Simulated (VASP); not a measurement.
A run of VASP 6.6.1:

INCAR

```
ALGO     = Normal         # electronic algorithm
EDIFF    = 1E-6           # SCF threshold, eV
EDIFFG   = -0.002         # ionic threshold
ENCUT    = 600            # plane-wave cutoff, eV
GGA      = PS             # functional
IBRION   = 2              # ionic algorithm
ISIF     = 3              # what is computed and relaxed
ISMEAR   = 0              # smearing method
LASPH    = T              # aspherical terms in the spheres
LCHARG   = F              # write CHGCAR
LREAL    = F              # projectors in reciprocal space
LWAVE    = F              # write WAVECAR
NELM     = 100            # most SCF steps
NSW      = 100            # ionic steps
PREC     = Accurate       # precision mode
PSTRESS  = 40.0         
SIGMA    = 0.01           # smearing width, eV
```

File KPOINTS:

```
k-points
0
Gamma
  8 8 8
```

The input POSCAR:

```
InP
1.0
    2.9392821591      2.9392821591      0.0000000000
   -2.9392821591      2.9392821591      0.0000000000
    0.0000000000      2.9392821591      2.9392821591
In P
1 1
Direct
    0.0000000000      0.0000000000      0.0000000000
    0.7500000000      0.2500000000      0.5000000000
```

Potentials or basis: VASP PAW PBE potentials, release 64 (In_d, P).

Run with:

```console
$ cat potpaw_PBE.64/In_d/POTCAR potpaw_PBE.64/P/POTCAR > POTCAR
$ mpirun -np 1 vasp_std > vasp.out
```

Hardware: 1 thread of Intel(R) Xeon(R) Platinum 8259CL CPU @ 2.50GHz (Skylake/Cascade Lake), on a shared host.

Task: Estimate the wall time of this run.

Result: Run time: 62 s on 1 thread of Intel(R) Xeon(R) Platinum 8259CL CPU @ 2.50GHz (Skylake/Cascade Lake), on a shared host, peak memory 0.22 GiB. Counts: scf iterations 30, k points 29, ion steps 3.
